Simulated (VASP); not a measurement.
**Pd: relaxation of cell and atoms with PBEsol**

Pd:

```
Pd
1.0
    -2.45725    2.45725    1.32695
     2.45725   -2.45725    1.32695
     2.45725    2.45725   -1.32695
Pd
2
Direct
  0.00000 0.00000 0.00000
  0.75000 0.25000 0.50000
```

```json
{"Program": "VASP 6.6.1", "Task": "relaxation of cell and atoms", "Functional": "PBEsol", "Potentials or basis": "VASP PAW PBE potentials, release 64 (Pd)", "Cutoff": "600 eV", "k mesh": "24 × 24 × 24", "Occupations": "gaussian, width 0.1 eV", "Spin": "no spin polarisation", "Dipole correction": "no", "Further INCAR settings": "ALGO = Fast; EDIFF = 1e-06; IBRION = 2; EDIFFG = -0.01; NSW = 100; ISIF = 3"}
```

```
Relaxed volume                        : 15.95 Å³/atom
Relaxed cell                          : a = 3.718 Å, b = 3.718 Å, c = 3.718 Å, α = 97.24°, β = 97.24°, γ = 138.40°
Space group after relaxing (to 0.1 Å) : I4_1/amd (No. 141)
Energy gained by relaxing             : 0.4 meV/atom
Ionic steps                           : 5
Pressure after relaxing               : 0.0 GPa
Band gap on the k mesh                : zero (bands 10 and 11 overlap by 1.14 eV)
```

Step by step:
| step | energy change (eV) | largest force (eV/Å) | pressure (GPa) | volume (Å³) |
| --- | --- | --- | --- | --- |
| 1 | 0.0000 | 0.0000 | -0.69 | 32.05 |
| 2 | -0.0003 | 0.0000 | 0.97 | 31.73 |
| 3 | -0.0007 | 0.0000 | 0.18 | 31.87 |
| 4 | -0.0008 | 0.0000 | -0.03 | 31.92 |
| 5 | -0.0008 | 0.0000 | -0.01 | 31.91 |

Final structure:
```
Pd
1.0
    -2.45795    2.45795    1.32032
     2.45795   -2.45795    1.32032
     2.45795    2.45795   -1.32032
Pd
2
Cartesian
  0.0000 0.0000 0.0000
  0.0000 2.4579 0.6602
```

Levels at points of the mesh, in eV from the Fermi level:
```
           k point  band 8  band 9  band 10  band 11  band 12  band 13
(0.00, 0.00, 0.00)   -1.16   -1.16     0.07     0.88     6.20     6.20
(0.50, 0.00, 0.00)   -0.97   -0.31    -0.15     2.43     5.67     7.81
(0.50, 0.50, 0.00)   -1.39   -0.60    -0.60    -0.22    -0.22    12.34
(0.50, 0.50, 0.50)   -1.04   -0.97    -0.97     0.25     0.25     5.60
```

It took 24 min on 1 thread of Oxide Virtual Turin-like Processor, with other jobs on the host, peak memory 0.59 GiB.

Caveat: the PAW data sets were made with another functional, which shifts forces and pressure a little.
